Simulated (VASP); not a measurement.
A run of VASP 6.6.1:

Contents of INCAR:

```
  PREC = Accurate
  ENCUT = 500
  EDIFF = 1E-6
  ISMEAR = 0
  SIGMA = 0.1
  LREAL = False
  LASPH = True
  NELM = 120
  ALGO = Normal
  ISIF = 2
  LWAVE = False
  LCHARG = False
  GGA = PS
  NBANDS = 11
  GGA_COMPAT = False
```

KPOINTS

```
regular mesh
0
Gamma
  10 10 10
```

The input POSCAR:

```
Pd
1.0
    0.0000000000      1.9225180107      1.9225180107
    1.9225180107      0.0000000000      1.9225180107
    1.9225180107      1.9225180107      0.0000000000
Pd
1
Direct
    0.0000000000      0.0000000000      0.0000000000
```

Potentials or basis: VASP PAW PBE potentials, release 64 (Pd).

Launch:

```sh
$ cat potpaw_PBE.64/Pd/POTCAR > POTCAR
$ mpirun -np 1 vasp_std > vasp.out
```

Hardware: 1 thread of Intel(R) Xeon(R) 6975P-C (Granite Rapids), on a shared host.

Q: Estimate the wall time of this run.

A: Run time: 3.4 s on 1 thread of Intel(R) Xeon(R) 6975P-C (Granite Rapids), with other jobs on the host, peak memory 0.12 GiB. Counts: scf iterations 11, k points 47.
